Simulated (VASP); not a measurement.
A run of VASP 6.6.1:

INCAR

```
  PREC = Accurate
  ENCUT = 520
  EDIFF = 1E-6
  ISMEAR = 0
  SIGMA = 0.1
  LREAL = False
  LASPH = True
  NELM = 100
  ALGO = Normal
  ISIF = 2
  LWAVE = False
  LCHARG = True
  GGA = PE
  LELF = True
  LVHAR = True
  NBANDS = 28
```

KPOINTS

```
regular mesh
0
Gamma
  4 4 4
```

The input POSCAR:

```
Ca
1.0
    1.9690565127     -6.7556974946      0.0000000000
    1.9690565127      6.7556974946      0.0000000000
    0.0000000000      0.0000000000      6.3937872097
Ca
4
Direct
    0.1318954994      0.8681045006      0.9998661303
    0.6318954994      0.3681045006      0.5001338697
    0.8681045006      0.1318954994      0.0001338697
    0.3681045006      0.6318954994      0.4998661303
```

Potentials or basis: VASP PAW PBE potentials, release 64 (Ca_sv).

Command:

```console
$ cat potpaw_PBE.64/Ca_sv/POTCAR > POTCAR
$ mpirun -np 1 vasp_std > vasp.out
```

Hardware: 1 thread of Intel(R) Xeon(R) Platinum 8259CL CPU @ 2.50GHz (Skylake/Cascade Lake), on a shared host.

Problem. How long does it take, and how much memory?

Solution. Wall time 2.9 min on 1 thread of Intel(R) Xeon(R) Platinum 8259CL CPU @ 2.50GHz (Skylake/Cascade Lake), with other jobs on the host, peak memory 0.38 GiB. Counts: scf iterations 13, k points 21.
